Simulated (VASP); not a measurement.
A run of VASP 6.6.1 is set up as follows.

POSCAR

```
C
1.0
    0.0000000000      1.6831729200      1.7834000000
    1.8836270800      0.0000000000      1.7834000000
    1.8836270800      1.6831729200      0.0000000000
C
2
Direct
    0.5000000000      0.5000000000      0.5000000000
    0.7500000000      0.7500000000      0.7500000000
```

INCAR.step1

```
  ALGO = Normal
  EDIFF = 1E-5
  ENCUT = 910
  GGA = PE
  GGA_COMPAT = F
  ISMEAR = 0
  LASPH = T
  LCHARG = F
  LREAL = F
  LWAVE = T
  NBANDS = 11
  NELM = 120
  PREC = Accurate
  SIGMA = 0.05
```

INCAR.step2

```
  ALGO = Normal
  EDIFF = 1E-6
  ENCUT = 910
  GGA_COMPAT = F
  ISIF = 2
  ISMEAR = 0
  ISTART = 1
  LASPH = T
  LCHARG = T
  LELF = T
  LMIXTAU = T
  LREAL = F
  LVHAR = T
  LWAVE = F
  METAGGA = R2SCAN
  NBANDS = 11
  NELM = 120
  PREC = Accurate
  SIGMA = 0.05
```

Contents of KPOINTS:

```
k-points
0
Gamma
  12 12 12
```

Potentials or basis: VASP PAW PBE potentials, release 64 (C_h).

Command:

```console
$ cat potpaw_PBE.64/C_h/POTCAR > POTCAR
$ cp INCAR.step1 INCAR
$ mpirun -np 1 vasp_std > vasp.out
$ cp INCAR.step2 INCAR
$ mpirun -np 1 vasp_std > vasp.out
```

Task: What does it give for the band gap on the k mesh?

Result: 2.19 eV (least direct gap 4.38 eV).

Task: What does it give for the pressure?

Result: -1.5 GPa.

Stress tensor (GPa, compression positive):
```
-59.63   0.00   0.00
  0.00  51.22   0.00
  0.00   0.00   3.97
```

Caveat: the cell differs from its parent crystal (strain +0.0562 x Voigt [1, -1, 0, 0, 0, 0]); the cutoff is under 1.25 times the usual one of these potentials, so pressure, stress and relaxed cells hold a basis-set (Pulay) error; the PAW data sets were made with another functional, which shifts forces and pressure a little. A k mesh can miss the band edges.
